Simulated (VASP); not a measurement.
Crystal: SnO2.

```
Sn O
1.0
     4.73800    0.00000    0.00000
     0.00000    4.73800    0.00000
     0.00000    0.00000    3.18650
Sn O
2 4
Direct
  0.00000 0.00000 0.00000
  0.50000 0.50000 0.50000
  0.30710 0.30710 0.00000
  0.19290 0.80710 0.50000
  0.69290 0.69290 0.00000
  0.80710 0.19290 0.50000
```

```yaml
Program: VASP 6.6.1
Task: relaxation of cell and atoms
Functional: PBE
Potentials_or_basis: VASP PAW PBE potentials, release 64 (Sn_d, O)
Cutoff: 600 eV
k_mesh: 6 × 6 × 10
Occupations: gaussian, width 0.05 eV
Spin: no spin polarisation
```

At the start: pressure 11.6 GPa; volume 11.92 Å³/atom.

Task: Where does the relaxation end?

Result: Over 8 steps the energy falls by 23.7 meV/atom and the volume is 12.61 Å³/atom (+5.8 %); space group P4_2/mnm (No. 136, to 0.1 Å) before and after.

The path:
```tsv
step	energy change (eV)	largest force (eV/Å)	pressure (GPa)	volume (Å³)
1	0.0000	0.2935	11.61	71.53
2	0.0637	0.3614	-10.54	80.85
3	-0.1403	0.0640	-0.01	75.51
4	-0.1404	0.0580	0.21	75.43
5	-0.1420	0.0035	0.09	75.57
6	-0.1422	0.0193	0.06	75.63
7	-0.1422	0.0009	-0.11	75.68
8	-0.1422	0.0039	-0.04	75.67
```

Final structure:
```
Sn O
1.0
     4.83043    0.00000    0.00000
     0.00000    4.83043    0.00000
     0.00000    0.00000    3.24321
Sn O
2 4
Cartesian
  0.0000 0.0000 0.0000
  2.4152 2.4152 1.6216
  1.4809 1.4809 0.0000
  0.9343 3.8961 1.6216
  3.3495 3.3495 0.0000
  3.8961 0.9343 1.6216
```
